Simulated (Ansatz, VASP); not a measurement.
## Al2Cu in VASP and in Ansatz

The input INCAR:

```
PREC = Accurate
ENCUT = 520
EDIFF = 1E-6
ISMEAR = 0
SIGMA = 0.15
LREAL = False
LASPH = True
NELM = 60
ALGO = Fast
ISIF = 2
LWAVE = False
LCHARG = False
GGA = PE
NBANDS = 16
```

The input KPOINTS:

```
regular mesh
0
Gamma
  14 14 14
```

The input POSCAR:

```
Al2Cu
1.0
   -2.1263845015      2.1263845015      2.8914013846
    2.1263845015     -2.1263845015      2.8914013846
    1.9628164629      1.9628164629     -2.8914013846
Al Cu
2 1
Direct
    0.7500000000      0.2500000000      0.5000000000
    0.2500000000      0.7500000000      0.5000000000
    0.5000000000      0.5000000000      0.0000000000
```

Input for Ansatz:

```yaml
crystal:
  lattice:
    - [-2.1263845015, 2.1263845015, 2.8914013846]
    - [2.1263845015, -2.1263845015, 2.8914013846]
    - [1.9628164629, 1.9628164629, -2.8914013846]
  atoms:
    - { symbol: Al, position: [0.75, 0.25, 0.5] }
    - { symbol: Al, position: [0.25, 0.75, 0.5] }
    - { symbol: Cu, position: [0.5, 0.5, 0.0] }
basis:
  ecutwfc: 520.0
kpoints:
  mp_grid: { grid: [14, 14, 14] }
hamiltonian:
  xc: pbe
  pseudopotentials: { kind: paw, azcp: { folder: soft_1 } }
scf:
  occupations: { method: gaussian, width: 0.15 }
output:
  forces: true
  stress: true
  eigenvalues: true
```

Change from the starting cell: strain +e along x and -e along y -0.0400, strain +e along z and -e/2 along x and y +0.0000.

Alike in both runs: task single point; functional PBE; k mesh 14 × 14 × 14; occupations gaussian, width 0.15 eV; no spin polarisation.

|  | VASP | Ansatz |
| --- | --- | --- |
| version | VASP 6.6.1 | Ansatz 0.2.0 |
| potentials or method | VASP PAW PBE potentials, release 64 (Al, Cu), cutoff 520 eV | scalar-relativistic, plane waves, PAW |
| valence electrons in the cell | 17 | 25 |

VASP gave:

* gap on the k mesh at the Fermi level (eV): none
* pressure (GPa): 0.7
* traceless stress, the component that is largest in VASP (GPa): 3.66

Question: What did Ansatz give for the same quantities?

Answer: gap on the k mesh at the Fermi level (eV): none; pressure (GPa): 0.4; traceless stress, the component that is largest in VASP (GPa): 3.71.

A gap of «none» marks a metal or a gap that the smearing closes. With one functional, cell and mesh, what is left measures potentials, basis and numerics. VASP's potentials hold 17 valence electrons a cell and Ansatz's 25, so a difference there can come from the potentials and not from the codes.
